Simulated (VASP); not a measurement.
A run of VASP 6.6.1 is set up as follows.

The input INCAR:

```
PREC = Accurate
ENCUT = 520
EDIFF = 1E-6
ISMEAR = -1
SIGMA = 0.08
LREAL = False
LASPH = True
NELM = 100
ALGO = Normal
ISIF = 2
LWAVE = False
LCHARG = True
GGA = PS
LELF = True
LVHAR = True
NBANDS = 12
```

The input KPOINTS:

```
Automatic mesh
0
Gamma
  14 14 14
```

The input POSCAR:

```
Zr
1.0
   -1.8100000000      1.8100000000      1.7919000000
    1.8100000000     -1.8100000000      1.7919000000
    1.8100000000      1.8100000000     -1.7919000000
Zr
1
Direct
    0.0000000000      0.0000000000      0.0000000000
```

Potentials or basis: VASP PAW PBE potentials, release 64 (Zr_sv).

Launch:

```sh
$ cat potpaw_PBE.64/Zr_sv/POTCAR > POTCAR
$ mpirun -np 1 vasp_std > vasp.out
```

**Question.** Predict the band gap on the k mesh.

**Answer.** Zero (bands 6 and 7 overlap by 1.69 eV).

**Question.** Predict the pressure.

**Answer.** -5.9 GPa.

Stress tensor (GPa, compression positive):
```
-5.88  0.00  0.00
 0.00 -5.88  0.00
 0.00  0.00 -5.98
```

Caveat: the cell differs from its parent crystal (zz strain of -1 %); the cell stands under tension; the PAW data sets were made with another functional, which shifts forces and pressure a little.
